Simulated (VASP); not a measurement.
Here is a VASP 6.6.1 calculation.

Contents of INCAR:

```
SYSTEM = MgO
PREC = Accurate ; ENCUT = 600
EDIFF = 1E-6 ; ISMEAR = 0
SIGMA = 0.1 ; LREAL = .FALSE.
LASPH = .TRUE. ; NELM = 120
ALGO = Normal ; ISIF = 2
LWAVE = .FALSE. ; LCHARG = .FALSE.
GGA = PS ; NBANDS = 11
ISYM = 0 ; GGA_COMPAT = .FALSE.
```

File KPOINTS:

```
Automatic mesh
0
Gamma
  5 7 2
  0.5 0.5 0.5
```

POSCAR

```
MgO
1.0
    2.9380209034      0.0000000000      0.0000000000
   -1.4690104517      2.5444007392      0.0000000000
    0.0000000000      0.0000000000      2.6796800000
Mg O
1 1
Direct
    0.0000000000      0.0000000000      0.0000000000
    0.3333333333      0.6666666667      0.5000000000
```

Potentials or basis: VASP PAW PBE potentials, release 64 (Mg, O).

Launch:

```bash
$ cat potpaw_PBE.64/Mg/POTCAR potpaw_PBE.64/O/POTCAR > POTCAR
$ mpirun -np 1 vasp_std > vasp.out
```

Estimate the pressure.

-6.5 GPa.

Estimate the band gap on the k mesh.

6.04 eV, direct.

Stress tensor (GPa, compression positive):
```
 -3.67   0.00   0.00
  0.00  -3.62   0.00
  0.00   0.00 -12.16
```

Caveat: the k points lie up to 1.17 Å⁻¹ apart; the PAW data sets were made with another functional, which shifts forces and pressure a little. A k mesh can miss the band edges.
